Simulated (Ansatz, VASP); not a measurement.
Na in VASP and in Ansatz

```
Na
1.0
    -2.08574    2.08574    2.11750
     2.08574   -2.08574    2.11750
     2.08574    2.08574   -2.11750
Na
1
Direct
  0.00000 0.00000 0.00000
```

Change from the starting cell: strain -0.0150 x Voigt [1, 1, 0, 0, 0, 0], atoms carried along.

Alike in both runs: task single point; functional PBEsol; k mesh 16 × 16 × 16; occupations gaussian, width 0.15 eV; no spin polarisation.

```csv
,VASP,Ansatz
version,VASP 6.6.1,Ansatz 0.2.0
potentials or method,"VASP PAW PBE potentials, release 64 (Na_pv), cutoff 520 eV","scalar-relativistic, plane waves, PAW"
valence electrons in the cell,7,9
```

```tsv
	VASP	Ansatz	Ansatz less VASP
gap on the k mesh at the Fermi level (eV)	none	none	-
pressure (GPa)	-0.1	-0.1	0.00
```

VASP's potentials were made for PBE, not for PBEsol. A gap of «none» marks a metal or a gap that the smearing closes. The functional is the same, so the differences come from potentials, cutoffs and numerics. VASP's potentials hold 7 valence electrons a cell and Ansatz's 9, so a difference there can come from the potentials and not from the codes.
